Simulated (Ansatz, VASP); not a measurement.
Two plane-wave programs on TePb

```xyz
2
Lattice="0.0000 3.1589 3.1589 3.1589 0.0000 3.1589 3.1589 3.1589 0.0000" Properties=species:S:1:pos:R:3 pbc="T T T"
Pb    0.0000    0.0000    0.0000
Te    3.1589    3.1589    3.1589
```

Change from the starting cell: strained cell.

Alike in both runs: functional LDA; k mesh 8 × 8 × 8; occupations gaussian, width 0.02 eV; no spin polarisation.

Ansatz relaxed the structure, and its values are those at the end. VASP's run is a single point on that final structure, the one shown.

```csv
,VASP,Ansatz
version,VASP 6.6.1,Ansatz 0.2.0
potentials or method,"VASP PAW LDA potentials, release 64 (Pb_d, Te), cutoff 500 eV","scalar-relativistic, plane waves, PAW"
valence electrons in the cell,20,30
```

Ansatz gave:

* gap on the k mesh at the Fermi level (eV): 0.51
* least direct gap on the mesh (eV): 0.51
* pressure (GPa): 1.6

Question: What did VASP give for the same quantities?

Answer: gap on the k mesh at the Fermi level (eV): 0.48; least direct gap on the mesh (eV): 0.48; pressure (GPa): 1.6.

Ansatz warns that its potentials were made for another functional, while VASP's fit it. LDA's correlation is that of Perdew and Zunger in VASP and of Perdew and Wang (1992) in Ansatz. VASP's potentials hold 20 valence electrons a cell and Ansatz's 30, so a difference there can come from the potentials and not from the codes. Ansatz's warnings: stress scf threshold loose.

Neither program's run includes spin-orbit coupling.
